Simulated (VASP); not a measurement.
# Rh (Fm-3m) in VASP: notebook

Rh is run at these levels: PBEsol; tasks: single point, relaxation of cell and atoms.

All numbers are computed with VASP 6.6.1; they aren't measurements. Logs are shortened: lines on timing, memory, paths and dates and some standing lists are left out, and cuts for length are marked.

### Step 1. The cell of the first run

The structure is cubic, space group Fm-3m (No. 225). Conventional cell: a = 3.782 Å, b = 3.782 Å, c = 3.782 Å, α = 90.00°, β = 90.00°, γ = 90.00°. Rh (site symmetry m-3m) has 12 Rh at 2.67 Å within 3.5 Å.

### Step 2. Single point, PBEsol

INCAR

```
ALGO = Normal
EDIFF = 1E-6
ENCUT = 500
GGA = PS
GGA_COMPAT = F
ISIF = 2
ISMEAR = -1
LASPH = T
LCHARG = F
LREAL = F
LWAVE = F
NBANDS = 14
NELM = 120
PREC = Accurate
SIGMA = 0.1
```

KPOINTS

```
k-points
0
Gamma
  9 9 9
```

POSCAR

```
Rh
1.0
    2.6741126451      0.0000000000      0.0000000000
    1.3370563226      2.3158494833      0.0000000000
    1.3370563226      0.7719498278      2.1834038318
Rh
1
Direct
    0.0000000000      0.0000000000      0.0000000000
```

Potentials or basis: VASP PAW PBE potentials, release 64 (Rh_pv).

The run is started by

```sh
$ cat potpaw_PBE.64/Rh_pv/POTCAR > POTCAR
$ mpirun -np 1 vasp_std > vasp.out
```

OUTCAR:

```text
EDIFF = 1E-6
   ENCUT = 500
   GGA = PS
   ISIF = 2
   ISMEAR = -1
   LASPH = T
   LREAL = F
   NELM = 120
   PREC = Accurate

 ion  position               nearest neighbor table
   1  0.000  0.000  0.000-

  LATTYP: Found a face centered cubic cell.
 ALAT       =     3.7817663701

  Lattice vectors:

 A1 = (   2.6741126451,   0.0000000000,   0.0000000000)
 A2 = (   1.3370563226,   2.3158494833,   0.0000000000)
 A3 = (   1.3370563226,   0.7719498278,   2.1834038318)

Analysis of symmetry for initial positions (statically):
=====================================================================
 Subroutine PRICEL returns:
 Original cell was already a primitive cell.

 Routine SETGRP: Setting up the symmetry group for a
 face centered cubic supercell.

 Subroutine GETGRP returns: Found 48 space group operations
 (whereof 48 operations were pure point group operations)
 out of a pool of 48 trial point group operations.

The static configuration has the point symmetry O_h .

Analysis of symmetry for dynamics (positions and initial velocities):
=====================================================================
 Subroutine PRICEL returns:
 Original cell was already a primitive cell.

 Routine SETGRP: Setting up the symmetry group for a
 face centered cubic supercell.

 Subroutine GETGRP returns: Found 48 space group operations
 (whereof 48 operations were pure point group operations)
 out of a pool of 48 trial point group operations.

The dynamic configuration has the point symmetry O_h .

 Subroutine INISYM returns: Found 48 space group operations
 (whereof 48 operations are pure point group operations),
 and found     1 'primitive' translations

----------------------------------------------------------------------------------------

                                     Primitive cell

  volume of cell :      13.5215

  direct lattice vectors                    reciprocal lattice vectors
     2.674112645  0.000000000  0.000000000     0.373955825 -0.215903496 -0.152666826
     1.337056323  2.315849483  0.000000000     0.000000000  0.431806992 -0.152666826
     1.337056323  0.771949828  2.183403832     0.000000000  0.000000000  0.458000479

  length of vectors
     2.674112645  2.674112645  2.674112645     0.458000479  0.458000479  0.458000479

  position of ions in fractional coordinates (direct lattice)
     0.000000000  0.000000000  0.000000000

  ion indices of the primitive-cell ions
   primitive index   ion index
                 1           1

----------------------------------------------------------------------------------------

 KPOINTS: k-points

Automatic generation of k-mesh.
 Grid dimensions read from file:
 generate k-points for:    9    9    9

 Generating k-lattice:

  Cartesian coordinates                     Fractional coordinates (reciprocal lattice)
     0.041550647 -0.023989277 -0.016962981     0.111111111 -0.000000000 -0.000000000
     0.000000000  0.047978555 -0.016962981     0.000000000  0.111111111  0.000000000
     0.000000000  0.000000000  0.050888942     0.000000000  0.000000000  0.111111111

  Length of vectors
     0.050888942  0.050888942  0.050888942

  Shift w.r.t. Gamma in fractional coordinates (k-lattice)
     0.000000000  0.000000000  0.000000000

 Subroutine IBZKPT returns following result:
 ===========================================

 Found     35 irreducible k-points:

 Following reciprocal coordinates:
            Coordinates               Weight
  0.000000  0.000000  0.000000      1.000000
  0.111111 -0.000000 -0.000000      8.000000
  0.222222  0.000000 -0.000000      8.000000
  0.333333  0.000000 -0.000000      8.000000
  0.444444  0.000000 -0.000000      8.000000
  0.111111  0.111111 -0.000000      6.000000
[... 16 lines left out ...]
 -0.333333  0.333333  0.000000     12.000000
  0.444444  0.444444 -0.000000      6.000000
 [... further k-points ...]
   k-points           NKPTS =     35   k-points in BZ     NKDIM =     35   number of bands    NBANDS=     14
   number of dos      NEDOS =    301   number of ions     NIONS =      1
   total plane-waves  NPLWV =   8000
   dimension x,y,z NGX =    20 NGY =   20 NGZ =   20
   dimension x,y,z NGXF=    40 NGYF=   40 NGZF=   40
   ions per type =               1
   NGX,Y,Z   is equivalent  to a cutoff of  12.43, 12.43, 12.43 a.u.
   NGXF,Y,Z  is equivalent  to a cutoff of  24.87, 24.87, 24.87 a.u.
 SYSTEM =  unknown system
   PREC   = accura    normal or accurate (medium, high low for compatibility)
   ISTART =      0    job   : 0-new  1-cont  2-samecut
   ICHARG =      2    charge: 1-file 2-atom 10-const
   ISPIN  =      1    spin polarized calculation?
   LNONCOLLINEAR =      F non collinear calculations
   LSORBIT =      F    spin-orbit coupling
   LASPH  =      T    aspherical Exc in radial PAW
   ENCUT  =  500.0 eV  36.75 Ry    6.06 a.u.   4.88  4.88  4.88*2*pi/ulx,y,z
   NELM   =    120;   NELMIN=  2; NELMDL= -5     # of ELM steps
   EDIFF  = 0.1E-05   stopping-criterion for ELM
   LREAL  =      F    real-space projection
   EDIFFG = 0.1E-04   stopping-criterion for IOM
   NSW    =      0    number of steps for IOM
   IBRION =     -1    ionic relax: 0-MD 1-quasi-New 2-CG
   NFREE  =      0    steps in history (QN), initial steepest desc. (CG)
   ISIF   =      2    stress and relaxation
   ISYM   =      2    0-nonsym 1-usesym 2-fastsym
   POTIM  = 0.5000    time-step for ionic-motion
   TEBEG  =    0.0;   TEEND  =   0.0 temperature during run
   PSTRESS=    0.0 pullay stress
   NELECT =      15.0000    total number of electrons
   NUPDOWN=      -1.0000    fix difference up-down
   EMIN   =  10.00;   EMAX   =-10.00  energy-range for DOS
   EFERMI =   0.00;   METHOD = LEGACY
   ISMEAR =    -1;   SIGMA  =   0.10  broadening in eV -4-tet -1-fermi 0-gaus
   EFERMI_NEDOS =   21; number of points for ismear=-14 and -15
   IALGO  =     38    algorithm
   IMIX   =      4    mixing-type and parameters
     AMIX     =   0.40;   BMIX     =  1.00
     AMIX_MAG =   1.60;   BMIX_MAG =  1.00
  volume/ion in A,a.u.               =      13.52        91.25
  Fermi-wavevector in a.u.,A,eV,Ry     =   1.694717  3.202551 39.076832  2.872066
  Thomas-Fermi vector in A             =   2.775892
   LORBIT       =      0    0 simple, 1 ext, 2 COOP (PROOUT), +10 PAW based schemes
   GGA     = PS    functional components
   LHFCALC =     F    Hartree Fock is set to
   AEXX    =    0.0000 exact exchange contribution
   IVDW    =     0    specifies the selected vdW correction
   LEPSILON=     F    determine dielectric tensor
   LRPA    =     F    only Hartree local field effects (RPA)
 non-spin polarized calculation
  energy-cutoff  :      500.00
  volume of cell :       13.52
 maximum number of plane-waves:       349
   NGX =  9   NGY =  9   NGZ =  9

 number of electron      15.0000007 magnetization

 Free energy of the ion-electron system (eV)
  ---------------------------------------------------
  ext. energy  EPLUGINS =         0.00000000
  ---------------------------------------------------
  free energy    TOTEN  =        -8.15005105 eV

  energy without entropy =       -8.11050897  energy(sigma->0) =       -8.13028001

 E-fermi :  11.9958     XC(G=0): -14.3269

 val. band max:       11.9087653289   @ k =   0.3333   0.2222  -0.0000
 cond. band min:      11.9993499632   @ k =  -0.3333   0.3333   0.0000
 fundamental gap:      0.0905846343
 Fermi energy:        11.9958341941

 k-point     1 :       0.0000    0.0000    0.0000
  band No.  band energies     occupation
      1     -34.3063      2.00000
      2     -34.3063      2.00000
      3     -34.3063      2.00000
      4       3.8856      2.00000
      5       8.8869      2.00000
      6       8.8869      2.00000
      7       8.8869      2.00000
      8      11.0466      1.99985
      9      11.0466      1.99985
     10      27.9922      0.00000
     11      32.3632      0.00000
     12      33.5258      0.00000
     13      33.5258      0.00000
     14      33.5258      0.00000

 k-point     2 :       0.1111   -0.0000   -0.0000
  band No.  band energies     occupation
      1     -34.4006      2.00000
      2     -34.3190      2.00000
      3     -34.3190      2.00000
      4       4.3766      2.00000
      5       8.6847      2.00000
      6       9.0686      2.00000
      7       9.0686      2.00000
      8      10.9553      1.99994
      9      10.9553      1.99994
     10      28.6856      0.00000
     11      31.3608      0.00000
     12      32.3674      0.00000
     13      34.2599      0.00000
     14      34.2599      0.00000

 k-point     3 :       0.2222    0.0000   -0.0000
  band No.  band energies     occupation
      1     -34.6356      2.00000
      2     -34.3509      2.00000
      3     -34.3509      2.00000
      4       5.4843      2.00000
      5       8.5803      2.00000
      6       9.2778      2.00000
      7       9.2778      2.00000
      8      11.0685      1.99981
      9      11.0685      1.99981
     10      28.0623      0.00000
     11      29.6983      0.00000
     12      32.3655      0.00000
     13      36.1427      0.00000
     14      36.1427      0.00000
[... 324 lines left out ...]
 k-point    23 :      -0.3333    0.3333    0.0000
  band No.  band energies     occupation
      1     -34.8342      2.00000
      2     -34.8295      2.00000
      3     -34.4947      2.00000
      4       6.8493      2.00000
      5       7.8086      2.00000
      6       9.0447      2.00000
      7      10.7816      1.99999
      8      11.9993      0.98242
      9      18.7444      0.00000
     10      22.0788      0.00000
     11      24.1958      0.00000
     12      30.7090      0.00000
     13      32.2566      0.00000
     14      32.4147      0.00000

 k-point    24 :       0.4444    0.4444   -0.0000
  band No.  band energies     occupation
      1     -35.0193      2.00000
      2     -34.5835      2.00000
      3     -34.5835      2.00000
      4       5.6427      2.00000
      5       6.0067      2.00000
      6      12.5765      0.00599
      7      12.8820      0.00028
      8      12.8820      0.00028
      9      14.6100      0.00000
     10      25.2851      0.00000
     11      25.7732      0.00000
     12      25.7732      0.00000
     13      32.3499      0.00000
     14      35.1769      0.00000

 [... further k-points ...]

------------------------ aborting loop because EDIFF is reached ----------------------------------------

  FORCE on cell =-STRESS in cart. coord.  units (eV):
  Direction    XX          YY          ZZ          XY          YZ          ZX
  --------------------------------------------------------------------------------------
  -------------------------------------------------------------------------------------
  Total       -0.0011610     -0.0011610     -0.0011610     -0.0000000     -0.0000000     -0.0000000
  in kB       -0.1375719     -0.1375719     -0.1375719     -0.0000000     -0.0000000     -0.0000000
  external PRESSURE =      -0.1375719 kB  Pullay stress =       0.0000000 kB

 VOLUME and BASIS-vectors are now :
 -----------------------------------------------------------------------------
  energy-cutoff  :      500.00
  volume of cell :       13.52
      direct lattice vectors                 reciprocal lattice vectors
     2.674112645  0.000000000  0.000000000     0.373955825 -0.215903496 -0.152666826
     1.337056323  2.315849483  0.000000000     0.000000000  0.431806992 -0.152666826
     1.337056323  0.771949828  2.183403832     0.000000000  0.000000000  0.458000479

 POSITION                                       TOTAL-FORCE (eV/Angst)
 -----------------------------------------------------------------------------------
      0.00000      0.00000      0.00000        -0.000000      0.000000      0.000000
 -----------------------------------------------------------------------------------
    total drift:                               -0.000000      0.000000      0.000000

  FREE ENERGIE OF THE ION-ELECTRON SYSTEM (eV)
  ---------------------------------------------------
  free  energy   TOTEN  =        -8.1500510510 eV

  energy  without entropy=       -8.1105089672  energy(sigma->0) =       -8.13028001
```

Run time: 5.1 s. Hardware: 1 thread of Intel Xeon Platinum 8375C at 2.90GHz (Ice Lake), shared host; peak memory 0.13 GiB.

Results:

| Item | Value |
| --- | --- |
| Free energy | -8.1501 eV |
| Pressure | 0.0 GPa |
| Band gap on the k mesh | zero (an odd number of electrons rules out a gap without spin polarisation) |

Levels at points of the mesh, in eV from the Fermi level:
| k point | band 5 | band 6 | band 7 | band 8 | band 9 | band 10 | band 11 | band 12 |
| --- | --- | --- | --- | --- | --- | --- | --- | --- |
| (0.00, 0.00, 0.00) | -3.11 | -3.11 | -3.11 | -0.95 | -0.95 | 16.00 | 20.37 | 21.53 |

Caveat: the PAW data sets were made with another functional, which shifts forces and pressure a little.

### Step 3. Relaxation of cell and atoms, PBEsol

This run uses another cell than the first one, of 13.67 Å³/atom.

INCAR

```
SYSTEM = Rh
PREC     = Accurate       ! precision mode
ENCUT    = 500            ! plane-wave cutoff, eV
EDIFF    = 1E-7           ! SCF threshold, eV
ISMEAR   = -1             ! smearing method
SIGMA    = 0.1            ! smearing width, eV
LREAL    = .FALSE.        ! projectors in reciprocal space
LASPH    = .TRUE.         ! aspherical terms in the spheres
NELM     = 120            ! most SCF steps
ALGO     = Normal         ! electronic algorithm
ISIF     = 3              ! what is computed and relaxed
LWAVE    = .FALSE.        ! write WAVECAR
LCHARG   = .FALSE.        ! write CHGCAR
GGA      = PS             ! functional
IBRION   = 2              ! ionic algorithm
NSW      = 60             ! ionic steps
EDIFFG   = -0.01          ! ionic threshold
GGA_COMPAT= .FALSE.      
NELMIN   = 4
```

KPOINTS

```
Automatic mesh
0
G
  9 9 9
  0 0 0
```

POSCAR

```
Rh
1.0
    2.6839650000      0.0000000000      0.0000000000
    1.3419825000      2.3243818729      0.0000000000
    1.3419825000      0.7747939576      2.1914482458
Rh
1
Direct
    0.0000000000      0.0000000000      0.0000000000
```

Potentials or basis: VASP PAW PBE potentials, release 64 (Rh_pv).

The run is started by

```sh
$ cat potpaw_PBE.64/Rh_pv/POTCAR > POTCAR
$ mpirun -np 1 vasp_std > vasp.out
```

It took 10 s on 1 thread of Intel Xeon Platinum 8375C at 2.90GHz (Ice Lake), shared host; peak memory 0.13 GiB.

Results (log left out):

- Free energy: -8.1501 eV
- Relaxed volume: 13.52 Å³/atom
- Relaxed cell: a = 2.674 Å, b = 2.674 Å, c = 2.674 Å, α = 60.00°, β = 60.00°, γ = 60.00°
- Space group after relaxing (to 0.1 Å): Fm-3m (No. 225)
- Energy gained by relaxing: 1.5 meV/atom
- Ionic steps: 3
- Pressure after relaxing: 0.0 GPa
- Band gap on the k mesh: zero (an odd number of electrons rules out a gap without spin polarisation)

Step by step:
| step | energy change (eV) | largest force (eV/Å) | pressure (GPa) | volume (Å³) |
| --- | --- | --- | --- | --- |
| 1 | 0.0000 | 0.0000 | -3.13 | 13.67 |
| 2 | 0.0083 | 0.0000 | 8.78 | 13.15 |
| 3 | -0.0015 | 0.0000 | -0.02 | 13.52 |

Final structure:
```
Rh
1.0
     2.67415    0.00000    0.00000
     1.33707    2.31588    0.00000
     1.33707    0.77196    2.18343
Rh
1
Direct
  0.00000 0.00000 0.00000
```

Levels at points of the mesh, in eV from the Fermi level:
```tsv
k point	band 5	band 6	band 7	band 8	band 9	band 10	band 11
(0.00, 0.00, 0.00)	-3.11	-3.11	-3.11	-0.95	-0.95	16.00	20.37
```

Caveat: the PAW data sets were made with another functional, which shifts forces and pressure a little.
